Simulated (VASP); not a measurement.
# H6C2O in VASP: a series of runs

Runs on H6C2O. Level: PBE+D3(BJ). Tasks: single point, relaxation of the atoms.

All numbers are computed with VASP 6.6.1; they aren't measurements. Logs are shortened: lines on timing, memory, paths and dates and some standing lists are left out, and cuts for length are marked.

**1. The cell of the first run**

The cell holds a disordered packing, 36 atoms: a = 7.529 Å, b = 7.529 Å, c = 7.529 Å, α = 90.00°, β = 90.00°, γ = 90.00°.

**2. Single point, PBE+D3(BJ)**

Input file INCAR:

```
  PREC = Accurate
  ENCUT = 520
  EDIFF = 1E-6
  ISMEAR = -1
  SIGMA = 0.05
  LREAL = Auto
  LASPH = True
  NELM = 100
  ALGO = Normal
  ISIF = 2
  LWAVE = False
  LCHARG = True
  GGA = PE
  IVDW = 12
  LELF = True
  LVHAR = True
  NBANDS = 64
```

Input file KPOINTS:

```
regular mesh
0
Gamma
  1 1 1
```

Input file POSCAR:

```
H6C2O
1.0
    7.5290720000      0.0000000000      0.0000000000
    0.0000000000      7.5290720000      0.0000000000
    0.0000000000      0.0000000000      7.5290720000
C O H
8 4 24
Direct
    0.0478943487      0.2648666396      0.3897425871
    0.1909265843      0.2476932084      0.2631399992
    0.5721422242      0.4845882733      0.6763250504
    0.3834469905      0.3780811234      0.6722475227
    0.4656483561      0.7905755185      0.0584268553
    0.5057861048      0.6980541559      0.2357661077
    0.9272191845     -0.0627301744      1.0180404703
    0.8075497219      0.0993482331      1.0417884170
    0.1260580321      0.3472937966      0.0939558023
    0.3635773439      0.2010075080      0.7341542225
    0.6364927842      0.5494169799      0.2177692018
    0.7224396313      0.1133871478      1.2065896036
    0.0651076255      0.4423652742      0.1551452822
    0.3041543500      0.3405333353      0.3066114921
    0.2285274998      0.1062813584      0.2009410987
    0.0478677850      0.1537639698      0.4820514401
    0.0718282412      0.3813484583      0.4860625586
   -0.0861062293      0.2687183759      0.3494985836
    0.2839128116      0.2348762238      0.8417239203
    0.2812033143      0.4851461110      0.6991963950
    0.3568301645      0.3429240682      0.5350991463
    0.5334654789      0.6224140239      0.6691130062
    0.6312995811      0.4916409353      0.8118131956
    0.6803228871      0.4382346191      0.5839365064
    0.7273539156      0.5480489495      0.3199730325
    0.5229462542      0.7986641647      0.3437608247
    0.4027853632      0.6368115486      0.3085240784
    0.3409849182      0.8346181309      0.0392345830
    0.5635621495      0.8921418204      0.0209056309
    0.4921323637      0.6961814152     -0.0593565847
    0.6160520181      0.1722523041      1.2125531540
    0.9011469143      0.2059085104      1.0512982211
    0.6921304511      0.0985778858      0.9294372534
    0.9750338422     -0.0940487752      0.8826054526
    1.0348287279     -0.0363125761      1.1158878544
    0.8717143361     -0.1856138446      1.0732531180
```

Potentials or basis: VASP PAW PBE potentials, release 64 (C, O, H).

Command:

```
$ cat potpaw_PBE.64/C/POTCAR potpaw_PBE.64/O/POTCAR potpaw_PBE.64/H/POTCAR > POTCAR
$ mpirun -np 1 vasp_gam > vasp.out
```

OUTCAR:

```text
PREC = Accurate
   ENCUT = 520
   EDIFF = 1E-6
   ISMEAR = -1
   LREAL = Auto
   LASPH = True
   NELM = 100
   ISIF = 2
   GGA = PE
   IVDW = 12
 IVDW          = 12

 ion  position               nearest neighbor table
   1  0.048  0.265  0.390-  18 1.05  16 1.09  17 1.15   2 1.44
   2  0.191  0.248  0.263-  14 1.15  15 1.20   1 1.44   9 1.56
   3  0.572  0.485  0.676-  22 1.08  23 1.11  24 1.13   4 1.63
   4  0.383  0.378  0.672-  21 1.08  20 1.13  10 1.42   3 1.63
   5  0.466  0.791  0.058-  28 1.01  29 1.10  30 1.15   6 1.54
   6  0.506  0.698  0.236-  27 1.06  26 1.12  11 1.50   5 1.54
   7  0.927  0.937  0.018-  36 1.10  34 1.11  35 1.11   8 1.53
   8  0.808  0.099  0.042-  32 1.07  33 1.21  12 1.40   7 1.53
   9  0.126  0.347  0.094-  13 0.97   2 1.56
  10  0.364  0.201  0.734-  19 1.04   4 1.42
  11  0.636  0.549  0.218-  25 1.03   6 1.50
  12  0.722  0.113  0.207-  31 0.92   8 1.40
  13  0.065  0.442  0.155-   9 0.97
  14  0.304  0.341  0.307-   2 1.15
  15  0.229  0.106  0.201-   2 1.20
  16  0.048  0.154  0.482-   1 1.09
  17  0.072  0.381  0.486-   1 1.15
  18  0.914  0.269  0.349-   1 1.05
[... 16 lines left out ...]
  35  0.035  0.964  0.116-   7 1.11
  36  0.872  0.814  0.073-   7 1.10

  LATTYP: Found a simple cubic cell.
 ALAT       =     7.5290720000

  Lattice vectors:

 A1 = (   7.5290720000,   0.0000000000,   0.0000000000)
 A2 = (   0.0000000000,   7.5290720000,   0.0000000000)
 A3 = (   0.0000000000,   0.0000000000,   7.5290720000)

Analysis of symmetry for initial positions (statically):
=====================================================================
 Subroutine PRICEL returns:
 Original cell was already a primitive cell.

 Routine SETGRP: Setting up the symmetry group for a
 simple cubic supercell.

 Subroutine GETGRP returns: Found  1 space group operations
 (whereof  1 operations were pure point group operations)
 out of a pool of 48 trial point group operations.

The static configuration has the point symmetry C_1 .

Analysis of symmetry for dynamics (positions and initial velocities):
=====================================================================
 Subroutine PRICEL returns:
 Original cell was already a primitive cell.

 Routine SETGRP: Setting up the symmetry group for a
 simple cubic supercell.

 Subroutine GETGRP returns: Found  1 space group operations
 (whereof  1 operations were pure point group operations)
 out of a pool of 48 trial point group operations.

The dynamic configuration has the point symmetry C_1 .

 Subroutine INISYM returns: Found  1 space group operations
 (whereof  1 operations are pure point group operations),
 and found     1 'primitive' translations

----------------------------------------------------------------------------------------

                                     Primitive cell

  volume of cell :     426.7999

  direct lattice vectors                    reciprocal lattice vectors
     7.529072000  0.000000000  0.000000000     0.132818493  0.000000000  0.000000000
     0.000000000  7.529072000  0.000000000     0.000000000  0.132818493  0.000000000
     0.000000000  0.000000000  7.529072000     0.000000000  0.000000000  0.132818493

  length of vectors
     7.529072000  7.529072000  7.529072000     0.132818493  0.132818493  0.132818493

  position of ions in fractional coordinates (direct lattice)
     0.047894349  0.264866640  0.389742587
     0.190926584  0.247693208  0.263139999
     0.572142224  0.484588273  0.676325050
     0.383446990  0.378081123  0.672247523
     0.465648356  0.790575518  0.058426855
     0.505786105  0.698054156  0.235766108
[... 28 lines left out ...]
     0.034828728  0.963687424  0.115887854
     0.871714336  0.814386155  0.073253118

  ion indices of the primitive-cell ions
   primitive index   ion index
                 1           1
                 2           2
                 3           3
                 4           4
                 5           5
                 6           6
[... 28 lines left out ...]
                35          35
[... 49 lines left out ...]
   TEBEG  =    0.0;   TEEND  =   0.0 temperature during run
   PSTRESS=    0.0 pullay stress
   NELECT =      80.0000    total number of electrons
   NUPDOWN=      -1.0000    fix difference up-down
   EMIN   =  10.00;   EMAX   =-10.00  energy-range for DOS
   EFERMI =   0.00;   METHOD = LEGACY
   ISMEAR =    -1;   SIGMA  =   0.05  broadening in eV -4-tet -1-fermi 0-gaus
   EFERMI_NEDOS =   21; number of points for ismear=-14 and -15
   IALGO  =     38    algorithm
   IMIX   =      4    mixing-type and parameters
     AMIX     =   0.40;   BMIX     =  1.00
     AMIX_MAG =   1.60;   BMIX_MAG =  1.00
  volume/ion in A,a.u.               =      11.86        80.01
  Fermi-wavevector in a.u.,A,eV,Ry     =   0.936907  1.770498 11.943135  0.877796
  Thomas-Fermi vector in A             =   2.063965
   LORBIT       =      0    0 simple, 1 ext, 2 COOP (PROOUT), +10 PAW based schemes
   GGA     = PE    functional components
   LHFCALC =     F    Hartree Fock is set to
   AEXX    =    0.0000 exact exchange contribution
   IVDW    =    12    specifies the selected vdW correction
   LEPSILON=     F    determine dielectric tensor
   LRPA    =     F    only Hartree local field effects (RPA)
 non-spin polarized calculation
  energy-cutoff  :      520.00
  volume of cell :      426.80
 maximum number of plane-waves:      5730
 NGX is ok and might be reduce to    54
   NGX = 27   NGY = 27   NGZ = 27

 number of electron      80.0000002 magnetization

 Free energy of the ion-electron system (eV)
  ---------------------------------------------------
  ext. energy  EPLUGINS =         0.00000000
  ---------------------------------------------------
  free energy    TOTEN  =      -183.83901425 eV

  energy without entropy =     -183.83901425  energy(sigma->0) =     -183.83901425

 E-fermi :  -1.5567     XC(G=0):  -6.0812

 val. band max:       -2.8366092614   @ k =   0.0000   0.0000   0.0000
 cond. band min:       1.3596275367   @ k =   0.0000   0.0000   0.0000
 fundamental gap:      4.1962367981
 Fermi energy:        -1.5567453346

 k-point     1 :       0.0000    0.0000    0.0000
  band No.  band energies     occupation
      1     -22.8165      2.00000
      2     -22.5988      2.00000
      3     -22.2724      2.00000
      4     -21.9440      2.00000
      5     -16.1566      2.00000
      6     -15.6793      2.00000
[... 44 lines left out ...]
     51       4.6098      0.00000
     52       4.6686      0.00000
 [bands above 52 left out]

------------------------ aborting loop because EDIFF is reached ----------------------------------------

 Edisp (eV)   -1.25986

 E8    (eV) :    -0.2830

  FORCE on cell =-STRESS in cart. coord.  units (eV):
  Direction    XX          YY          ZZ          XY          YZ          ZX
  --------------------------------------------------------------------------------------
  -------------------------------------------------------------------------------------
  Total       2.92119    -4.95496    -2.90759     2.95405    -8.16363    -1.25798
  in kB      10.96595   -18.60059   -10.91490    11.08930   -30.64570    -4.72235
  external pressure =       -6.18 kB  Pullay stress =        0.00 kB

 VOLUME and BASIS-vectors are now :
 -----------------------------------------------------------------------------
  energy-cutoff  :      520.00
  volume of cell :      426.80
      direct lattice vectors                 reciprocal lattice vectors
     7.529072000  0.000000000  0.000000000     0.132818493  0.000000000  0.000000000
     0.000000000  7.529072000  0.000000000     0.000000000  0.132818493  0.000000000
     0.000000000  0.000000000  7.529072000     0.000000000  0.000000000  0.132818493

 POSITION                                       TOTAL-FORCE (eV/Angst)
 -----------------------------------------------------------------------------------
      0.36060      1.99420      2.93440         0.337716      0.500229      3.996250
      1.43750      1.86490      1.98120         1.553441      0.800206     -3.819627
      4.30770      3.64850      5.09210        -0.605119     -1.445726      1.444139
      2.88700      2.84660      5.06140         1.698062      1.559216     -2.773875
      3.50590      5.95230      0.43990         4.273576     -2.853442     -1.062925
      3.80810      5.25570      1.77510         0.827317      0.355801      0.369006
[... 28 lines left out ...]
      0.26223      7.25567      0.87253         0.272047     -0.299619     -0.767729
      6.56320      6.13157      0.55153        -0.506515     -0.185350     -0.217694
 -----------------------------------------------------------------------------------
    total drift:                               -0.006889      0.005853      0.013248

  FREE ENERGIE OF THE ION-ELECTRON SYSTEM (eV)
  ---------------------------------------------------
  free  energy   TOTEN  =      -185.0988736624 eV

  energy  without entropy=     -185.0988736624  energy(sigma->0) =     -185.09887366
```

Run time: 2.1 min. Hardware: 1 thread of Intel Xeon 8259CL, shared host; peak memory 0.38 GiB.

Results:

* Free energy: -185.0989 eV
* Pressure: -0.6 GPa
* Largest force: 5.247 eV/Å
* Band gap on the k mesh: 4.20 eV
* Dispersion energy per atom: -0.035 eV

Forces in eV/Å, atoms in the order of the input:
```
C    0.338  0.500  3.996
C    1.553  0.800 -3.820
C   -0.605 -1.446  1.444
C    1.698  1.559 -2.774
C    4.274 -2.853 -1.063
C    0.827  0.356  0.369
C    0.097 -0.538  1.715
C   -2.190 -0.247 -2.621
O    1.022 -0.774  0.913
O   -1.796  1.392  4.011
O    1.242  1.188  1.342
O    2.309 -2.838  2.020
H   -0.298  0.619 -0.497
H   -0.346 -1.754 -0.458
H   -0.322  2.147  1.480
H    0.087 -0.469  0.392
H   -0.236 -0.813 -1.061
H   -1.256 -0.020 -1.139
H    1.303 -1.581 -1.143
H    0.242 -1.172  0.800
H    0.370  1.083 -0.931
H    0.056  0.637 -1.062
H   -0.118 -0.723 -0.224
H   -0.948  0.298  0.347
H   -1.730  0.365 -1.576
H    1.545  0.050 -0.562
H   -2.162 -1.080 -0.354
H   -3.486  1.282 -0.084
H   -0.277  0.181  0.664
H   -0.550  0.358  1.339
H   -2.636  1.657 -0.587
H    0.170  1.169 -1.518
H    2.113  0.553  1.290
H   -0.056  0.600  0.338
H    0.272 -0.300 -0.768
H   -0.507 -0.185 -0.218
```

Stress tensor (GPa, compression positive):
```
 1.10  1.11 -0.47
 1.11 -1.86 -3.06
-0.47 -3.06 -1.09
```

Caveat: the k points lie up to 0.83 Å⁻¹ apart, too coarse for converged energies, forces and pressures.

**3. Relaxation of the atoms, PBE+D3(BJ)**

Input file INCAR:

```
ALGO     = Normal         # electronic algorithm
EDIFF    = 1E-6           # SCF threshold, eV
EDIFFG   = -0.3           # ionic threshold
ENCUT    = 520            # plane-wave cutoff, eV
GGA      = PE             # functional
IBRION   = 2              # ionic algorithm
ISIF     = 2              # what is computed and relaxed
ISMEAR   = -1             # smearing method
IVDW     = 12             # dispersion correction
LASPH    = T              # aspherical terms in the spheres
LCHARG   = F              # write CHGCAR
LREAL    = Auto         
LWAVE    = F              # write WAVECAR
NELM     = 80             # most SCF steps
NSW      = 35             # ionic steps
PREC     = Accurate       # precision mode
SIGMA    = 0.05           # smearing width, eV
```

Input file KPOINTS:

```
k-points
0
Gamma
  1 1 1
```

Input file POSCAR:

```
H6C2O
1.0
    7.5290720000      0.0000000000      0.0000000000
    0.0000000000      7.5290720000      0.0000000000
    0.0000000000      0.0000000000      7.5290720000
C O H
8 4 24
Direct
    0.1179803000      0.1384927000      0.2625527000
    0.2175396000      0.2023754000      0.1002789000
    0.7191972000      0.6088472000      0.7493420000
    0.5287972000      0.5471454000      0.7330163000
    0.2658882000      0.7017340000      0.0549195000
    0.3788400000      0.6246166000      0.2019590000
    0.8548719000     -0.0387549000      0.9273244000
    0.7447288000      0.1291521000      0.9260781000
    0.0930357000      0.2946953000     -0.0087629000
    0.5268978000      0.3614903000      0.7710015000
    0.5404567000      0.5652144000      0.1228028000
    0.7192875000      0.1804882000      1.1067205000
    0.1559223000      0.3362589000     -0.1134589000
    0.3273033000      0.2901037000      0.1399425000
    0.2753839000      0.0889102000      0.0288842000
    0.2066770000      0.0662347000      0.3519901000
    0.0615975000      0.2514655000      0.3338599000
    0.0097397000      0.0505106000      0.2229334000
    0.4049423000      0.3206666000      0.7608129000
    0.4439978000      0.6204381000      0.8265833000
    0.4788131000      0.5733887000      0.5983671000
    0.7295943000      0.7510116000      0.7216193000
    0.7682026000      0.5836820000      0.8834755000
    0.8029766000      0.5366885000      0.6555299000
    0.6139344000      0.5154063000      0.2164175000
    0.4047721000      0.7259358000      0.3038387000
    0.3086521000      0.5140863000      0.2665674000
    0.1393395000      0.7499247000      0.1073641000
    0.3353717000      0.8121870000     -0.0083163000
    0.2393658000      0.6005888000     -0.0455434000
    0.6485670000      0.2883859000      1.1071937000
    0.8136077000      0.2339080000      0.8512489000
    0.6167202000      0.1048208000      0.8602045000
    0.8791453000     -0.0851737000      0.7918864000
    0.9823737000     -0.0140026000      0.9918008000
    0.7857197000     -0.1429367000      1.0007458000
```

Potentials or basis: VASP PAW PBE potentials, release 64 (C, O, H).

Command:

```
$ cat potpaw_PBE.64/C/POTCAR potpaw_PBE.64/O/POTCAR potpaw_PBE.64/H/POTCAR > POTCAR
$ mpirun -np 1 vasp_gam > vasp.out
```

Run time: 20 min. Hardware: 1 thread of Intel Xeon 8259CL, shared host; peak memory 0.45 GiB.

The run converged. Its results:

```yaml
Free_energy: -188.4993 eV
Energy_gained_by_relaxing: 15.5 meV/atom
Ionic_steps: 20
Pressure_after_relaxing: 0.2 GPa
Largest_force_after_relaxing: 0.269 eV/Å
Band_gap_on_the_k_mesh: 3.81 eV
Dispersion_energy_per_atom: -0.036 eV
```

Forces in eV/Å, atoms in the order of the input:
```
C    0.073  0.081 -0.059
C   -0.070  0.008  0.067
C   -0.166 -0.094  0.094
C    0.055 -0.025 -0.033
C    0.174 -0.013  0.086
C   -0.011  0.051 -0.042
C   -0.087  0.031  0.073
C    0.184 -0.065 -0.015
O    0.023  0.064 -0.058
O   -0.068  0.031 -0.020
O    0.115 -0.005  0.080
O   -0.052 -0.025 -0.034
H   -0.065 -0.025  0.148
H    0.078  0.043  0.018
H    0.004 -0.087  0.043
H    0.022 -0.033  0.087
H    0.028 -0.124 -0.059
H    0.032  0.170  0.149
H    0.099  0.021 -0.144
H   -0.041  0.007 -0.101
H    0.018  0.002 -0.043
H    0.144 -0.077  0.022
H    0.001  0.052 -0.264
H   -0.169 -0.065 -0.023
H   -0.028 -0.051 -0.188
H   -0.041  0.143  0.072
H   -0.051 -0.022  0.030
H   -0.144  0.039 -0.075
H    0.035 -0.122  0.108
H   -0.001  0.096  0.141
H    0.168 -0.172  0.091
H   -0.087 -0.070 -0.061
H   -0.130  0.050 -0.140
H    0.114 -0.025  0.010
H   -0.039  0.148 -0.040
H   -0.116  0.061  0.082
```

Stress tensor (GPa, compression positive):
```
0.14 0.29 0.23
0.29 0.40 0.28
0.23 0.28 0.11
```

Step by step:
```csv
step,energy change (eV),largest force (eV/Å),pressure (GPa)
1,0.0000,0.6302,1.80
2,0.0132,1.2435,1.60
3,-0.0443,0.6465,1.68
4,-0.1018,0.6399,1.14
5,-0.1035,0.7859,1.04
6,-0.1445,0.5344,0.99
7,-0.1793,0.5716,0.89
8,-0.2196,0.4111,0.76
9,-0.2425,0.6264,0.57
10,-0.2822,0.3693,0.51
11,-0.3144,0.5398,0.38
12,-0.3574,0.5183,0.51
13,-0.3792,0.7766,0.68
14,-0.4187,0.3381,0.57
15,-0.4272,0.5527,0.49
16,-0.4683,0.3296,0.49
17,-0.4888,0.4827,0.49
18,-0.5230,0.3906,0.43
19,-0.5265,0.5170,0.41
20,-0.5596,0.2688,0.22
```

Final structure:
```
C O H
1.0
     7.52907    0.00000    0.00000
     0.00000    7.52907    0.00000
     0.00000    0.00000    7.52907
C O H
8 4 24
Cartesian
  0.9592 1.0859 2.0631
  1.6976 1.5215 0.8091
  5.4178 4.4677 5.4436
  3.9538 4.0992 5.2937
  1.9757 5.3352 0.5217
  2.8248 4.7439 1.6300
  6.5158 7.2100 7.0452
  5.5955 0.8876 7.0114
  0.8217 2.3727 0.0444
  3.7681 2.6977 5.5725
  4.0564 4.1894 1.1195
  5.2453 1.3801 0.7878
  1.2298 2.5255 6.7035
  2.6214 2.0560 1.0699
  1.9953 0.6518 0.2008
  1.6561 0.5536 2.7218
  0.5633 1.9669 2.5964
  0.1143 0.4265 1.8183
  2.8181 2.4956 5.5159
  3.3821 4.7033 6.0139
  3.5859 4.3318 4.2808
  5.4961 5.5349 5.1993
  5.7320 4.3185 6.4901
  6.0944 3.9044 4.7817
  4.6716 4.1285 1.8740
  3.0697 5.5195 2.3685
  2.2521 3.9526 2.1425
  1.0593 5.7141 0.9845
  2.4742 6.1770 0.0119
  1.6851 4.5721 7.3150
  4.6924 2.1787 0.6315
  6.0892 1.6910 6.4434
  4.6831 0.5974 6.4750
  6.6876 6.9206 6.0003
  7.4915 7.4037 7.4944
  6.0739 6.3417 0.0219
```

Levels at points of the mesh, in eV from the valence-band top:
```csv
k point,band 36,band 37,band 38,band 39,band 40,band 41,band 42,band 43,band 44,band 45
"(0.00, 0.00, 0.00)",-1.69,-1.12,-0.92,-0.80,0.00,3.81,4.77,5.65,5.85,6.19
```

Caveat: the k points lie up to 0.83 Å⁻¹ apart, too coarse for converged energies, forces and pressures; the relaxation stopped at a loose force limit of 0.3 eV/Å, so its end isn't a converged minimum.
